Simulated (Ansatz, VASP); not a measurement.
# SrFe2As2: VASP beside Ansatz

```
Sr Fe As
1.0
    -1.93532    1.93532    5.61909
     1.93532   -1.93532    5.61909
     1.93532    1.93532   -5.61909
Sr Fe As
1 2 2
Direct
  0.00000 0.00000 0.00000
  0.25000 0.75000 0.50000
  0.75000 0.25000 0.50000
  0.35504 0.35504 0.00000
  0.64496 0.64496 0.00000
```

Alike in both runs: functional LDA; k mesh 14 × 14 × 14; occupations fermi-dirac, width 0.15 eV; no spin polarisation.

Ansatz relaxed the structure, and its values are those at the end. VASP's run is a single point on that final structure, the one shown.

|  | VASP | Ansatz |
| --- | --- | --- |
| version | VASP 6.6.1 | Ansatz 0.2.0 |
| potentials or method | VASP PAW LDA potentials, release 64 (Sr_sv, Fe, As), cutoff 520 eV | scalar-relativistic, plane waves, PAW |
| valence electrons in the cell | 36 | 72 |

```tsv
	VASP	Ansatz	Ansatz less VASP
gap on the k mesh at the Fermi level (eV)	none	none	-
pressure (GPa)	0.7	0.0	-0.65
rms of the force components (eV/Å)	0.015	0.000	-0.0152
```

LDA's correlation is that of Perdew and Zunger in VASP and of Perdew and Wang (1992) in Ansatz. A gap of «none» marks a metal or a gap that the smearing closes. VASP's potentials hold 36 valence electrons a cell and Ansatz's 72, so a difference there can come from the potentials and not from the codes.
